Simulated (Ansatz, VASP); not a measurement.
**PbO2 in VASP and in Ansatz**

```
Pb O
1.0
     1.71895    0.99243    4.53066
    -1.71895    0.99243    4.53066
     0.00000   -1.98487    4.53066
Pb O
1 2
Direct
  0.00000 0.00000 0.00000
  0.25654 0.25654 0.25654
  0.74346 0.74346 0.74346
```

Change from the starting cell: ordered vacancies on the cation sites of rock salt (R-3m, No. 166).

Alike in both runs: functional PBE; k mesh 6 × 6 × 6; occupations gaussian, width 0.1 eV; no spin polarisation.

Ansatz relaxed the structure, and its values are those at the end. VASP's run is a single point on that final structure, the one shown.

|  | VASP | Ansatz |
| --- | --- | --- |
| version | VASP 6.6.1 | Ansatz 0.2.0 |
| potentials or method | VASP PAW PBE potentials, release 64 (Pb_d, O), cutoff 520 eV | scalar-relativistic, plane waves, PAW |
| valence electrons in the cell | 26 | 26 |

|  | VASP | Ansatz | Ansatz less VASP |
| --- | --- | --- | --- |
| gap on the k mesh at the Fermi level (eV) | 0.20 | 0.22 | +0.022 |
| least direct gap on the mesh (eV) | 0.28 | 0.30 | +0.023 |
| pressure (GPa) | 0.3 | 0.0 | -0.26 |
| rms of the force components (eV/Å) | 0.010 | 0.005 | -0.0049 |

With one functional, cell and mesh, what is left measures potentials, basis and numerics.

Neither program's run includes spin-orbit coupling.
